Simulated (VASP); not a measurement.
# TaN (P-6m2) in VASP: further runs, part 2 of 2

VASP 6.6.1. Earlier steps stand in the parts before.

## Step 4: Single point, LDA

This run uses another cell than the first one, of 10.78 Å³/atom, 1.064 times its volume.

INCAR

```
  ALGO = Normal
  EDIFF = 1E-7
  ENCUT = 520
  ISIF = 2
  ISMEAR = -1
  LASPH = T
  LCHARG = T
  LELF = T
  LREAL = F
  LVHAR = T
  LWAVE = F
  NBANDS = 15
  NELM = 60
  PREC = Accurate
  SIGMA = 0.05
```

KPOINTS

```
k-points
0
Gamma
  11 11 10
```

POSCAR

```
TaN
1.0
    2.9380000000      0.0000000000      0.0000000000
   -1.4690000000      2.5443800000      0.0000000000
    0.0000000000      0.0000000000      2.8830000000
Ta N
1 1
Direct
    0.3333333333      0.6666666667      0.5000000000
    0.0000000000      0.0000000000      0.0000000000
```

Potentials or basis: VASP PAW LDA potentials, release 64 (Ta_pv, N).

Command:

```bash
$ cat potpaw_LDA.64/Ta_pv/POTCAR potpaw_LDA.64/N/POTCAR > POTCAR
$ mpirun -np 1 vasp_std > vasp.out
```

OUTCAR:

```text
EDIFF = 1E-7
   ENCUT = 520
   ISIF = 2
   ISMEAR = -1
   LASPH = T
   LREAL = F
   NELM = 60
   PREC = Accurate

 ion  position               nearest neighbor table
   1  0.333  0.667  0.500-   2 2.23   2 2.23   2 2.23   2 2.23   2 2.23   2 2.23
   2  0.000  0.000  0.000-   1 2.23   1 2.23   1 2.23   1 2.23   1 2.23   1 2.23

  LATTYP: Found a hexagonal cell.
 ALAT       =     2.9380000000
 C/A-ratio  =     0.9812797822

  Lattice vectors:

 A1 = (   2.9380000000,   0.0000000000,   0.0000000000)
[... 609 lines left out ...]
     10      10.9976      0.00000
     11      12.4480      0.00000
     12      13.0083      0.00000
     13      14.2235      0.00000
     14      20.4943      0.00000
     15      21.0124      0.00000

 [... further k-points ...]
[... 5 lines left out ...]
  --------------------------------------------------------------------------------------
  -------------------------------------------------------------------------------------
  Total       -1.2515859     -1.2515833     -1.4537385      0.0000000      0.0000000      0.0000000
  in kB      -93.0449573    -93.0447645   -108.0733173      0.0000000      0.0000000      0.0000000
  external PRESSURE =     -98.0543463 kB  Pullay stress =       0.0000000 kB

 VOLUME and BASIS-vectors are now :
 -----------------------------------------------------------------------------
  energy-cutoff  :      520.00
  volume of cell :       21.55
      direct lattice vectors                 reciprocal lattice vectors
     2.938000000  0.000000000  0.000000000     0.340367597  0.196511527  0.000000000
    -1.469000000  2.544380000  0.000000000     0.000000000  0.393023055  0.000000000
     0.000000000  0.000000000  2.883000000     0.000000000  0.000000000  0.346860909

 POSITION                                       TOTAL-FORCE (eV/Angst)
 -----------------------------------------------------------------------------------
     -0.00000      1.69625      1.44150        -0.000000      0.000000      0.000000
      0.00000      0.00000      0.00000         0.000000     -0.000000      0.000000
 -----------------------------------------------------------------------------------
    total drift:                                0.000000     -0.000036     -0.000000

  FREE ENERGIE OF THE ION-ELECTRON SYSTEM (eV)
  ---------------------------------------------------
  free  energy   TOTEN  =       -24.7008785467 eV

  energy  without entropy=      -24.7004469167  energy(sigma->0) =      -24.70066273
```

It took 14 s on 1 thread of Intel Xeon 6975P-C, shared host; peak memory 0.15 GiB.

What came out:

| Property | Result |
| --- | --- |
| Free energy | -24.7009 eV |
| Pressure | -9.8 GPa |
| Band gap on the k mesh | zero (band 8 reaches 8.48 eV, above the bottom of band 9 at 7.99 eV) |

Levels at points of the mesh, in eV from the Fermi level:
```tsv
k point	band 4	band 5	band 6	band 7	band 8	band 9	band 10	band 11	band 12	band 13
(0.00, 0.00, 0.00)	-17.54	-4.55	-4.55	-4.21	-2.88	2.36	3.57	3.57	3.92	3.92
(0.00, 0.00, 0.50)	-14.82	-9.31	-3.74	-3.74	-0.12	-0.12	2.43	3.27	3.27	8.29
```

Caveat: spin-orbit coupling is left out, which moves the levels of the heavy elements.

## Step 5: Single point, LDA

This run uses another cell than the first one, of 11.10 Å³/atom, 1.096 times its volume.

INCAR

```
SYSTEM = TaN
  PREC = Accurate
  ENCUT = 520
  EDIFF = 1E-6
  ISMEAR = -1
  SIGMA = 0.05
  LREAL = .False.
  LASPH = .True.
  NELM = 80
  ALGO = Normal
  ISIF = 2
  LWAVE = .False.
  LCHARG = .True.
  GGA = CA
  LELF = .True.
  LVHAR = .True.
  NBANDS = 15
```

KPOINTS

```
regular mesh
0
Gamma
  11 11 10
  0 0 0
```

POSCAR

```
TaN
1.0
    2.9670910008      0.0000000000      0.0000000000
   -1.4835455004      2.5695735196      0.0000000000
    0.0000000000      0.0000000000      2.9115464110
Ta N
1 1
Direct
    0.3333333333      0.6666666667      0.5000000000
    0.0000000000      0.0000000000      0.0000000000
```

Potentials or basis: VASP PAW LDA potentials, release 64 (Ta_pv, N).

Command:

```bash
$ cat potpaw_LDA.64/Ta_pv/POTCAR potpaw_LDA.64/N/POTCAR > POTCAR
$ mpirun -np 1 vasp_std > vasp.out
```

OUTCAR:

```text
SYSTEM = TaN
   PREC = Accurate
   ENCUT = 520
   EDIFF = 1E-6
   ISMEAR = -1
   LREAL = .False.
   LASPH = .True.
   NELM = 80
   ISIF = 2
   GGA = CA

 ion  position               nearest neighbor table
   1  0.333  0.667  0.500-   2 2.25   2 2.25   2 2.25   2 2.25   2 2.25   2 2.25
   2  0.000  0.000  0.000-   1 2.25   1 2.25   1 2.25   1 2.25   1 2.25   1 2.25

  LATTYP: Found a hexagonal cell.
 ALAT       =     2.9670910008
 C/A-ratio  =     0.9812797822

  Lattice vectors:

 A1 = (   2.9670910008,   0.0000000000,   0.0000000000)
 A2 = (  -1.4835455004,   2.5695735196,   0.0000000000)
 A3 = (   0.0000000000,   0.0000000000,   2.9115464110)

Analysis of symmetry for initial positions (statically):
=====================================================================
 Subroutine PRICEL returns:
 Original cell was already a primitive cell.

 Routine SETGRP: Setting up the symmetry group for a
 hexagonal supercell.

 Subroutine GETGRP returns: Found 12 space group operations
 (whereof 12 operations were pure point group operations)
 out of a pool of 24 trial point group operations.

The static configuration has the point symmetry D_3h.

Analysis of symmetry for dynamics (positions and initial velocities):
=====================================================================
 Subroutine PRICEL returns:
 Original cell was already a primitive cell.

 Routine SETGRP: Setting up the symmetry group for a
 hexagonal supercell.

 Subroutine GETGRP returns: Found 12 space group operations
 (whereof 12 operations were pure point group operations)
 out of a pool of 24 trial point group operations.

The dynamic configuration has the point symmetry D_3h.

 Subroutine INISYM returns: Found 12 space group operations
 (whereof 12 operations are pure point group operations),
 and found     1 'primitive' translations

----------------------------------------------------------------------------------------

                                     Primitive cell

  volume of cell :      22.1981

  direct lattice vectors                    reciprocal lattice vectors
     2.967091001  0.000000000  0.000000000     0.337030445  0.194584820  0.000000000
    -1.483545500  2.569573520  0.000000000     0.000000000  0.389169639  0.000000000
     0.000000000  0.000000000  2.911546411     0.000000000  0.000000000  0.343460093

  length of vectors
     2.967091001  2.967088695  2.911546411     0.389169337  0.389169639  0.343460093

  position of ions in fractional coordinates (direct lattice)
     0.333333333  0.666666667  0.500000000
     0.000000000  0.000000000  0.000000000

  ion indices of the primitive-cell ions
   primitive index   ion index
                 1           1
                 2           2

----------------------------------------------------------------------------------------

 KPOINTS: regular mesh

Automatic generation of k-mesh.
 Grid dimensions read from file:
 generate k-points for:   11   11   10

 Generating k-lattice:

  Cartesian coordinates                     Fractional coordinates (reciprocal lattice)
     0.030639131  0.017689529  0.000000000     0.090909091 -0.000000000  0.000000000
     0.000000000  0.035379058  0.000000000     0.000000000  0.090909091  0.000000000
     0.000000000  0.000000000  0.034346009     0.000000000  0.000000000  0.100000000

  Length of vectors
     0.035379031  0.035379058  0.034346009

  Shift w.r.t. Gamma in fractional coordinates (k-lattice)
     0.000000000  0.000000000  0.000000000

 Subroutine IBZKPT returns following result:
 ===========================================

 Found     96 irreducible k-points:

 Following reciprocal coordinates:
            Coordinates               Weight
  0.000000  0.000000  0.000000      1.000000
  0.090909  0.000000  0.000000      6.000000
  0.181818  0.000000  0.000000      6.000000
  0.272727 -0.000000  0.000000      6.000000
  0.363636 -0.000000  0.000000      6.000000
  0.454545  0.000000  0.000000      6.000000
[... 16 lines left out ...]
  0.090909  0.090909  0.100000     12.000000
  0.181818  0.090909  0.100000     24.000000
 [... further k-points ...]
   k-points           NKPTS =     96   k-points in BZ     NKDIM =     96   number of bands    NBANDS=     15
   number of dos      NEDOS =    301   number of ions     NIONS =      2
   total plane-waves  NPLWV =  13824
   dimension x,y,z NGX =    24 NGY =   24 NGZ =   24
   dimension x,y,z NGXF=    48 NGYF=   48 NGZF=   48
   ions per type =               1   1
   NGX,Y,Z   is equivalent  to a cutoff of  13.45, 13.45, 13.70 a.u.
   NGXF,Y,Z  is equivalent  to a cutoff of  26.89, 26.89, 27.41 a.u.
 SYSTEM =  TaN
   PREC   = accura    normal or accurate (medium, high low for compatibility)
   ISTART =      0    job   : 0-new  1-cont  2-samecut
   ICHARG =      2    charge: 1-file 2-atom 10-const
   ISPIN  =      1    spin polarized calculation?
   LNONCOLLINEAR =      F non collinear calculations
   LSORBIT =      F    spin-orbit coupling
   LASPH  =      T    aspherical Exc in radial PAW
   ENCUT  =  520.0 eV  38.22 Ry    6.18 a.u.   5.52  5.52  5.41*2*pi/ulx,y,z
   NELM   =     80;   NELMIN=  2; NELMDL= -5     # of ELM steps
   EDIFF  = 0.1E-05   stopping-criterion for ELM
   LREAL  =      F    real-space projection
   EDIFFG = 0.1E-04   stopping-criterion for IOM
   NSW    =      0    number of steps for IOM
   IBRION =     -1    ionic relax: 0-MD 1-quasi-New 2-CG
   NFREE  =      0    steps in history (QN), initial steepest desc. (CG)
   ISIF   =      2    stress and relaxation
   ISYM   =      2    0-nonsym 1-usesym 2-fastsym
   POTIM  = 0.5000    time-step for ionic-motion
   TEBEG  =    0.0;   TEEND  =   0.0 temperature during run
   PSTRESS=    0.0 pullay stress
   NELECT =      16.0000    total number of electrons
   NUPDOWN=      -1.0000    fix difference up-down
   EMIN   =  10.00;   EMAX   =-10.00  energy-range for DOS
   EFERMI =   0.00;   METHOD = LEGACY
   ISMEAR =    -1;   SIGMA  =   0.05  broadening in eV -4-tet -1-fermi 0-gaus
   EFERMI_NEDOS =   21; number of points for ismear=-14 and -15
   IALGO  =     38    algorithm
   IMIX   =      4    mixing-type and parameters
     AMIX     =   0.40;   BMIX     =  1.00
     AMIX_MAG =   1.60;   BMIX_MAG =  1.00
  volume/ion in A,a.u.               =      11.10        74.90
  Fermi-wavevector in a.u.,A,eV,Ry     =   1.467832  2.773800 29.314161  2.154530
  Thomas-Fermi vector in A             =   2.583402
   LORBIT       =      0    0 simple, 1 ext, 2 COOP (PROOUT), +10 PAW based schemes
   GGA     = CA    functional components
   LHFCALC =     F    Hartree Fock is set to
   AEXX    =    0.0000 exact exchange contribution
   IVDW    =     0    specifies the selected vdW correction
   LEPSILON=     F    determine dielectric tensor
   LRPA    =     F    only Hartree local field effects (RPA)
 non-spin polarized calculation
  energy-cutoff  :      520.00
  volume of cell :       22.20
 maximum number of plane-waves:       634
 NGX is ok and might be reduce to    24
   NGX = 11   NGY = 11   NGZ = 11

 number of electron      16.0000002 magnetization

 Free energy of the ion-electron system (eV)
  ---------------------------------------------------
  ext. energy  EPLUGINS =         0.00000000
  ---------------------------------------------------
  free energy    TOTEN  =       -24.64243698 eV

  energy without entropy =      -24.64198374  energy(sigma->0) =      -24.64221036

 E-fermi :   7.8040     XC(G=0): -13.4244

 val. band max:        7.7650490800   @ k =   0.0000   0.0000   0.4000
 cond. band min:       7.9643336894   @ k =   0.0909   0.0000   0.5000
 fundamental gap:      0.1992846094
 Fermi energy:         7.8039544779

 k-point     1 :       0.0000    0.0000    0.0000
  band No.  band energies     occupation
      1     -26.9234      2.00000
      2     -26.6705      2.00000
      3     -26.6705      2.00000
      4      -9.5184      2.00000
      5       3.3795      2.00000
      6       3.3795      2.00000
      7       3.7313      2.00000
      8       4.9571      2.00000
      9       9.9378      0.00000
     10      11.2397      0.00000
     11      11.2397      0.00000
     12      11.5555      0.00000
     13      11.5556      0.00000
     14      20.0684      0.00000
     15      20.7642      0.00000
[... 397 lines left out ...]
 k-point    24 :       0.1818    0.0909    0.1000
  band No.  band energies     occupation
      1     -27.1103      2.00000
      2     -26.9409      2.00000
      3     -26.7826      2.00000
      4      -8.3949      2.00000
      5       1.4329      2.00000
      6       3.0913      2.00000
      7       3.9648      2.00000
      8       5.2961      2.00000
      9       9.5482      0.00000
     10      10.5759      0.00000
     11      11.9061      0.00000
     12      12.4928      0.00000
     13      13.6465      0.00000
     14      20.0709      0.00000
     15      20.4889      0.00000

 [... further k-points ...]
[... 5 lines left out ...]
  --------------------------------------------------------------------------------------
  -------------------------------------------------------------------------------------
  Total       -2.5323715     -2.5323663     -2.8951287      0.0000000     -0.0000000      0.0000000
  in kB     -182.7773463   -182.7769675   -208.9598386      0.0000000     -0.0000000      0.0000000
  external PRESSURE =    -191.5047174 kB  Pullay stress =       0.0000000 kB

 VOLUME and BASIS-vectors are now :
 -----------------------------------------------------------------------------
  energy-cutoff  :      520.00
  volume of cell :       22.20
      direct lattice vectors                 reciprocal lattice vectors
     2.967091001  0.000000000  0.000000000     0.337030445  0.194584820  0.000000000
    -1.483545500  2.569573520  0.000000000     0.000000000  0.389169639  0.000000000
     0.000000000  0.000000000  2.911546411     0.000000000  0.000000000  0.343460093

 POSITION                                       TOTAL-FORCE (eV/Angst)
 -----------------------------------------------------------------------------------
     -0.00000      1.71305      1.45577         0.000000      0.000000      0.000000
      0.00000      0.00000      0.00000        -0.000000     -0.000000      0.000000
 -----------------------------------------------------------------------------------
    total drift:                                0.000000     -0.000035     -0.000000

  FREE ENERGIE OF THE ION-ELECTRON SYSTEM (eV)
  ---------------------------------------------------
  free  energy   TOTEN  =       -24.6424369787 eV

  energy  without entropy=      -24.6419837371  energy(sigma->0) =      -24.64221036
```

Wall time 14 s (1 thread of Intel Xeon 6975P-C, shared host); peak memory 0.15 GiB.

What came out:

```
Free energy            : -24.6424 eV
Pressure               : -19.2 GPa
Band gap on the k mesh : zero (band 8 reaches 8.16 eV, above the bottom of band 9 at 7.68 eV)
```

Stress tensor (GPa, compression positive):
```
-18.28   0.00   0.00
  0.00 -18.28   0.00
  0.00   0.00 -20.90
```

Caveat: spin-orbit coupling is left out, which moves the levels of the heavy elements.

## Step 6: Single point, LDA

This run uses another cell than the first one, of 11.42 Å³/atom, 1.128 times its volume.

INCAR

```
ALGO     = Normal         # electronic algorithm
EDIFF    = 1E-7           # SCF threshold, eV
ENCUT    = 520            # plane-wave cutoff, eV
ISIF     = 2              # what is computed and relaxed
ISMEAR   = -1             # smearing method
LASPH    = T              # aspherical terms in the spheres
LCHARG   = F              # write CHGCAR
LREAL    = F              # projectors in reciprocal space
LWAVE    = F              # write WAVECAR
NBANDS   = 15             # bands
NELM     = 60             # most SCF steps
PREC     = Accurate       # precision mode
SIGMA    = 0.05           # smearing width, eV
```

KPOINTS

```
k-points
0
Gamma
  11 11 10
```

POSCAR

```
TaN
1.0
    2.9956224723      0.0000000000      0.0000000000
   -1.4978112361      2.5942824731      0.0000000000
    0.0000000000      0.0000000000      2.9395437670
Ta N
1 1
Direct
    0.3333333333      0.6666666667      0.5000000000
    0.0000000000      0.0000000000      0.0000000000
```

Potentials or basis: VASP PAW LDA potentials, release 64 (Ta_pv, N).

Command:

```bash
$ cat potpaw_LDA.64/Ta_pv/POTCAR potpaw_LDA.64/N/POTCAR > POTCAR
$ mpirun -np 1 vasp_std > vasp.out
```

Wall time 16 s (1 thread of Intel Xeon 6975P-C, shared host); peak memory 0.15 GiB.

Results (log left out):

| Property | Result |
| --- | --- |
| Free energy | -24.5492 eV |
| Pressure | -27.1 GPa |
| Band gap on the k mesh | zero (band 8 reaches 7.85 eV, above the bottom of band 9 at 7.39 eV) |

Stress tensor (GPa, compression positive):
```
-25.91   0.00   0.00
  0.00 -25.91   0.00
  0.00   0.00 -29.46
```

Levels at points of the mesh, in eV from the Fermi level:
```
           k point  band 4  band 5  band 6  band 7  band 8  band 9  band 10  band 11  band 12  band 13
(0.00, 0.00, 0.00)  -17.11   -4.30   -4.30   -3.95   -2.81    1.92     3.31     3.31     3.59     3.59
(0.00, 0.00, 0.50)  -14.69   -8.96   -3.54   -3.54   -0.11   -0.11     2.25     3.09     3.09     7.78
```

Caveat: spin-orbit coupling is left out, which moves the levels of the heavy elements.

## Step 7: Summary

```tsv
cell	gap on the mesh (eV)	pressure (GPa)
a = 2.878, b = 2.878, c = 2.824 Å, angles 90.0, 90.0, 120.0°, 2 atoms	none	14.3
a = 2.908, b = 2.908, c = 2.854 Å, angles 90.0, 90.0, 120.0°, 2 atoms	none	1.2
a = 2.938, b = 2.938, c = 2.883 Å, angles 90.0, 90.0, 120.0°, 2 atoms	none	-9.8
a = 2.967, b = 2.967, c = 2.912 Å, angles 90.0, 90.0, 120.0°, 2 atoms	none	-19.2
a = 2.996, b = 2.996, c = 2.940 Å, angles 90.0, 90.0, 120.0°, 2 atoms	none	-27.1
```

Alike in all rows: task single point; level LDA; potentials or basis VASP PAW LDA potentials, release 64 (Ta_pv, N); no spin polarisation; k mesh 11 × 11 × 10; cutoff (eV) 520; smearing fermi-dirac 0.05 eV.

Caveats: spin-orbit coupling is left out, which moves the levels of the heavy elements.

Absolute energies hang on the potentials; compare differences alone.
